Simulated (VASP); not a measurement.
Input of a VASP 6.6.1 run:

The input INCAR:

```
PREC = Accurate ; ENCUT = 520
EDIFF = 1E-8 ; ISMEAR = -1
SIGMA = 0.01 ; LREAL = F
LASPH = T ; NELM = 60
ALGO = Normal ; ISIF = 2
LWAVE = F ; LCHARG = F
GGA = PE ; LEFG = T
NBANDS = 24
```

The input KPOINTS:

```
Automatic mesh
0
Gamma
  9 9 5
```

The input POSCAR:

```
TaN
1.0
    3.0295306677      0.0000000000      0.0000000000
   -1.5147653339      2.6236505199      0.0000000000
    0.0000000000      0.0000000000      4.9068446386
Ta N
2 2
Direct
    0.3333333333      0.6666666667      0.0000000000
    0.6666666667      0.3333333333      0.5000000000
    0.3333333333      0.6666666667      0.3850000000
    0.6666666667      0.3333333333      0.8850000000
```

Potentials or basis: VASP PAW PBE potentials, release 64 (Ta_pv, N).

Command:

```console
$ cat potpaw_PBE.64/Ta_pv/POTCAR potpaw_PBE.64/N/POTCAR > POTCAR
$ mpirun -np 1 vasp_std > vasp.out
```

**Question.** What does it give for the largest force?

**Answer.** 2.420 eV/Å.

**Question.** Estimate the band gap on the k mesh.

**Answer.** Zero (band 16 reaches 10.59 eV, above the bottom of band 17 at 8.32 eV).

Stress tensor (GPa, compression positive):
```
165.06   0.00   0.00
  0.00 165.06   0.00
  0.00   0.00 137.50
```

Caveat: without QUAD_EFG the Cq values of the log hold for a quadrupole moment of 1 mb, not for the nuclei; spin-orbit coupling is left out, which moves the levels of the heavy elements; forces of over 1 eV/Å act on the atoms, so gaps and moduli don't describe the material at rest.
